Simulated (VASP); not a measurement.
# Co (P6_3/mmc) in VASP: single point with LDA

Aim: the single point of Co with LDA.

Everything below comes from runs of VASP 6.6.1. Logs are shortened: lines on timing, memory, paths and dates and some standing lists are left out, and cuts for length are marked.

## (1) The cell of the first run

Symmetry: P6_3/mmc, No. 194, hexagonal system. The conventional cell has a = 1.856 Å, b = 1.856 Å, c = 3.018 Å, α = 90.00°, β = 90.00°, γ = 120.00°. Within 2.5 Å of Co (site symmetry -6m2) lie 12 Co at 1.85 to 1.86 Å.

## (2) Single point, LDA, collinear spin, ferromagnetic start (4.50 Å³/atom)

The input, POSCAR:

```
Co
1.0
    1.8560233651      0.0000000000      0.0000000000
   -0.9280116826      1.6073633842      0.0000000000
    0.0000000000      0.0000000000      3.0182666462
Co
2
Direct
    0.3333333333      0.6666666667      0.2500000000
    0.6666666667      0.3333333333      0.7500000000
```

The input, INCAR.step1:

```
SYSTEM = Co
  ALGO = Normal
  EDIFF = 1E-6
  ENCUT = 520
  GGA = CA
  ISIF = 2
  ISMEAR = -1
  ISPIN = 2
  LASPH = .True.
  LCHARG = .True.
  LMAXMIX = 4
  LREAL = .False.
  LWAVE = .False.
  MAGMOM = 1.7 1.7
  NBANDS = 20
  NELM = 150
  PREC = Accurate
  SIGMA = 0.08
```

The input, KPOINTS.step1:

```
k-points
0
Gamma
  19 19 11
  0 0 0
```

The input, INCAR.step2:

```
SYSTEM = Co
  ALGO = Normal
  EDIFF = 1E-6
  ENCUT = 520
  GGA = CA
  ICHARG = 11
  ISIF = 2
  ISMEAR = -5
  ISPIN = 2
  LASPH = .True.
  LCHARG = .False.
  LMAXMIX = 4
  LORBIT = 11
  LREAL = .False.
  LWAVE = .False.
  MAGMOM = 1.7 1.7
  NEDOS = 2001
  NELM = 150
  PREC = Accurate
  SIGMA = 0.08
```

The input, KPOINTS.step2:

```
k-points
0
Gamma
  29 29 17
  0 0 0
```

Potentials or basis: VASP PAW LDA potentials, release 64 (Co).

On the command line:

```sh
$ cat potpaw_LDA.64/Co/POTCAR > POTCAR
$ cp INCAR.step1 INCAR
$ cp KPOINTS.step1 KPOINTS
$ mpirun -np 1 vasp_std > vasp.out
$ cp INCAR.step2 INCAR
$ cp KPOINTS.step2 KPOINTS
$ mpirun -np 1 vasp_std > vasp.out
```

OUTCAR:

```text
SYSTEM = Co
   EDIFF = 1E-6
   ENCUT = 520
   GGA = CA
   ICHARG = 11
   ISIF = 2
   ISMEAR = -5
   ISPIN = 2
   LASPH = .True.
   LORBIT = 11
   LREAL = .False.
   NELM = 150
   PREC = Accurate

 ion  position               nearest neighbor table
   1  0.333  0.667  0.250-   2 1.85   2 1.85   2 1.85   2 1.85   2 1.85   2 1.85   2 2.62   2 2.62
                             2 2.62   2 2.62   2 2.62   2 2.62
   2  0.667  0.333  0.750-   1 1.85   1 1.85   1 1.85   1 1.85   1 1.85   1 1.85   1 2.62   1 2.62
                             1 2.62   1 2.62   1 2.62   1 2.62

  LATTYP: Found a hexagonal cell.
 ALAT       =     1.8560233651
 C/A-ratio  =     1.6262007812

  Lattice vectors:

 A1 = (   1.8560233651,   0.0000000000,   0.0000000000)
 A2 = (  -0.9280116826,   1.6073633842,   0.0000000000)
 A3 = (   0.0000000000,   0.0000000000,   3.0182666462)

Analysis of symmetry for initial positions (statically):
=====================================================================
 Subroutine PRICEL returns:
 Original cell was already a primitive cell.

 Routine SETGRP: Setting up the symmetry group for a
 hexagonal supercell.

 Subroutine GETGRP returns: Found 24 space group operations
 (whereof 12 operations were pure point group operations)
 out of a pool of 24 trial point group operations.

The static configuration has the point symmetry D_3d.
 The point group associated with its full space group is D_6h.

Analysis of symmetry for dynamics (positions and initial velocities):
=====================================================================
 Subroutine PRICEL returns:
 Original cell was already a primitive cell.

 Routine SETGRP: Setting up the symmetry group for a
 hexagonal supercell.

 Subroutine GETGRP returns: Found 24 space group operations
 (whereof 12 operations were pure point group operations)
 out of a pool of 24 trial point group operations.

The dynamic configuration has the point symmetry D_3d.
 The point group associated with its full space group is D_6h.

Analysis of structural, dynamic, and magnetic symmetry:
=====================================================================
 Subroutine PRICEL returns:
 Original cell was already a primitive cell.

 Routine SETGRP: Setting up the symmetry group for a
 hexagonal supercell.

 Subroutine GETGRP returns: Found 24 space group operations
 (whereof 12 operations were pure point group operations)
 out of a pool of 24 trial point group operations.

The overall configuration has the point symmetry D_3d.
 The point group associated with its full space group is D_6h.

 Subroutine INISYM returns: Found 24 space group operations
 (whereof 12 operations are pure point group operations),
 and found     1 'primitive' translations

----------------------------------------------------------------------------------------

                                     Primitive cell

  volume of cell :       9.0044

  direct lattice vectors                    reciprocal lattice vectors
     1.856023365  0.000000000  0.000000000     0.538786321  0.311068427  0.000000000
    -0.928011683  1.607363384  0.000000000     0.000000000  0.622136855  0.000000000
     0.000000000  0.000000000  3.018266646     0.000000000  0.000000000  0.331315989

  length of vectors
     1.856023365  1.856023365  3.018266646     0.622136855  0.622136855  0.331315989

  position of ions in fractional coordinates (direct lattice)
     0.333333333  0.666666667  0.250000000
     0.666666667  0.333333333  0.750000000

  ion indices of the primitive-cell ions
   primitive index   ion index
                 1           1
                 2           2

----------------------------------------------------------------------------------------

 KPOINTS: k-points

Automatic generation of k-mesh.
 Grid dimensions read from file:
 generate k-points for:   29   29   17

 Generating k-lattice:

  Cartesian coordinates                     Fractional coordinates (reciprocal lattice)
     0.018578839  0.010726497  0.000000000     0.034482759  0.000000000  0.000000000
     0.000000000  0.021452995  0.000000000     0.000000000  0.034482759  0.000000000
[... 49 lines left out ...]
   NGXF,Y,Z  is equivalent  to a cutoff of  25.08, 25.08, 26.44 a.u.
 SYSTEM =  Co
   PREC   = accura    normal or accurate (medium, high low for compatibility)
   ISTART =      0    job   : 0-new  1-cont  2-samecut
   ICHARG =     11    charge: 1-file 2-atom 10-const
   ISPIN  =      2    spin polarized calculation?
   LNONCOLLINEAR =      F non collinear calculations
   LSORBIT =      F    spin-orbit coupling
   LASPH  =      T    aspherical Exc in radial PAW
   ENCUT  =  520.0 eV  38.22 Ry    6.18 a.u.   3.45  3.45  5.61*2*pi/ulx,y,z
   NELM   =    150;   NELMIN=  2; NELMDL=  0     # of ELM steps
   EDIFF  = 0.1E-05   stopping-criterion for ELM
   LREAL  =      F    real-space projection
   EDIFFG = 0.1E-04   stopping-criterion for IOM
   NSW    =      0    number of steps for IOM
   IBRION =     -1    ionic relax: 0-MD 1-quasi-New 2-CG
   NFREE  =      0    steps in history (QN), initial steepest desc. (CG)
   ISIF   =      2    stress and relaxation
   ISYM   =      2    0-nonsym 1-usesym 2-fastsym
   POTIM  = 0.5000    time-step for ionic-motion
   TEBEG  =    0.0;   TEEND  =   0.0 temperature during run
   PSTRESS=    0.0 pullay stress
   NELECT =      18.0000    total number of electrons
   NUPDOWN=      -1.0000    fix difference up-down
   EMIN   =  10.00;   EMAX   =-10.00  energy-range for DOS
   EFERMI =   0.00;   METHOD = LEGACY
   ISMEAR =    -5;   SIGMA  =   0.08  broadening in eV -4-tet -1-fermi 0-gaus
   EFERMI_NEDOS =   21; number of points for ismear=-14 and -15
   IALGO  =     38    algorithm
   IMIX   =      4    mixing-type and parameters
     AMIX     =   0.40;   BMIX     =  1.00
     AMIX_MAG =   1.60;   BMIX_MAG =  1.00
  volume/ion in A,a.u.               =       4.50        30.38
  Fermi-wavevector in a.u.,A,eV,Ry     =   2.062278  3.897141 57.865472  4.252992
  Thomas-Fermi vector in A             =   3.062158
   LORBIT       =     11    0 simple, 1 ext, 2 COOP (PROOUT), +10 PAW based schemes
   GGA     = CA    functional components
   LHFCALC =     F    Hartree Fock is set to
   AEXX    =    0.0000 exact exchange contribution
   IVDW    =     0    specifies the selected vdW correction
   LEPSILON=     F    determine dielectric tensor
   LRPA    =     F    only Hartree local field effects (RPA)
 spin polarized calculation
 Fermi weights with tetrahedron method with Bloechl corrections
  energy-cutoff  :      520.00
  volume of cell :        9.00
 maximum number of plane-waves:       256
 NGX is ok and might be reduce to    14

 number of electron      17.9999991 magnetization       0.0000659

 Free energy of the ion-electron system (eV)
  ---------------------------------------------------
  ext. energy  EPLUGINS =         0.00000000
  ---------------------------------------------------
  free energy    TOTEN  =         4.88321043 eV

  energy without entropy =        4.88321043  energy(sigma->0) =        4.88321043

 E-fermi :  31.6891     XC(G=0): -19.6538

 val. band max:       31.8166046006   @ k =   0.0000   0.0000   0.1176
 cond. band min:      31.6321593001   @ k =   0.2414   0.0000   0.3529
 fundamental gap:     -0.1844453005
 Fermi energy:        31.6891065371

 spin component 1

 k-point     1 :       0.0000    0.0000    0.0000
  band No.  band energies     occupation
      1      17.2882      1.00000
      2      18.1886      1.00000
      3      24.9312      1.00000
      4      25.0093      1.00000
      5      25.0093      1.00000
      6      26.3639      1.00000
      7      26.3639      1.00000
      8      27.8212      1.00000
      9      27.8212      1.00000
     10      31.8028      0.90432
     11      31.8028      0.00000
     12      32.5777      0.00000
     13      50.7757      0.00000
     14      58.3848      0.00000
[... 403 lines left out ...]
      4      24.6207      1.00000
      5      25.0907      1.00000
      6      25.9677      1.00000
      7      26.4256      1.00000
      8      30.3184      1.00000
      9      30.5408      1.00000
     10      31.8845      0.25808
     11      32.7460      0.00000
     12      46.6782      0.00000
     13      48.8409      0.00000
     14      54.3331      0.00000
     15      58.3079      0.00000

 [... further k-points ...]

 spin component 2

 k-point     1 :       0.0000    0.0000    0.0000
  band No.  band energies     occupation
      1      17.2882      1.00000
      2      18.1886      1.00000
      3      24.9312      1.00000
      4      25.0093      1.00000
      5      25.0093      1.00000
      6      26.3639      1.00000
      7      26.3639      1.00000
      8      27.8212      1.00000
      9      27.8212      1.00000
     10      31.8028      0.90428
     11      31.8028      0.00000
     12      32.5777      0.00000
     13      50.7757      0.00000
     14      58.3847      0.00000
[... 403 lines left out ...]
      4      24.6208      1.00000
      5      25.0907      1.00000
      6      25.9677      1.00000
      7      26.4257      1.00000
      8      30.3184      1.00000
      9      30.5408      1.00000
     10      31.8845      0.25808
     11      32.7460      0.00000
     12      46.6783      0.00000
     13      48.8409      0.00000
     14      54.3332      0.00000
     15      58.3079      0.00000

 [... further k-points ...]

------------------------ aborting loop because EDIFF is reached ----------------------------------------

  FORCE on cell =-STRESS in cart. coord.  units (eV):
  Direction    XX          YY          ZZ          XY          YZ          ZX
  --------------------------------------------------------------------------------------
  -------------------------------------------------------------------------------------
  Total       72.4468472     72.4468472     72.1139318     -0.0000000      0.0000000      0.0000000
  in kB    12890.6541870  12890.6541871  12831.4176896     -0.0000004      0.0000000      0.0000000
  external PRESSURE =   12870.9086879 kB  Pullay stress =       0.0000000 kB

 VOLUME and BASIS-vectors are now :
 -----------------------------------------------------------------------------
  energy-cutoff  :      520.00
  volume of cell :        9.00
      direct lattice vectors                 reciprocal lattice vectors
     1.856023365  0.000000000  0.000000000     0.538786321  0.311068427  0.000000000
    -0.928011683  1.607363384  0.000000000     0.000000000  0.622136855  0.000000000
     0.000000000  0.000000000  3.018266646     0.000000000  0.000000000  0.331315989

 POSITION                                       TOTAL-FORCE (eV/Angst)
 -----------------------------------------------------------------------------------
     -0.00000      1.07158      0.75457         0.000000     -0.000000      0.000000
      0.92801      0.53579      2.26370        -0.000000      0.000000      0.000000
 -----------------------------------------------------------------------------------
    total drift:                               -0.000000      0.000000     -0.000000

  FREE ENERGIE OF THE ION-ELECTRON SYSTEM (eV)
  ---------------------------------------------------
  free  energy   TOTEN  =         4.8832104319 eV

  energy  without entropy=        4.8832104319  energy(sigma->0) =        4.88321043

 total charge

# of ion       s       p       d       tot
------------------------------------------
    1        1.109   1.798   9.041  11.948
    2        1.109   1.798   9.041  11.948
--------------------------------------------------
tot          2.218   3.596  18.082  23.896

 magnetization (x)

# of ion       s       p       d       tot
------------------------------------------
    1       -0.000  -0.000   0.000   0.000
    2       -0.000  -0.000   0.000   0.000
--------------------------------------------------
tot         -0.000  -0.000   0.000   0.000
```

Wall time 5.3 min (1 thread of Intel Xeon 8259CL, shared host); peak memory 0.32 GiB.

What came out:

* Net moment: 0.00 μB per cell

Caveat: atoms lie so close that the PAW spheres overlap strongly, which falsifies energies and pressures; the moments typed at the start vanished in this run.
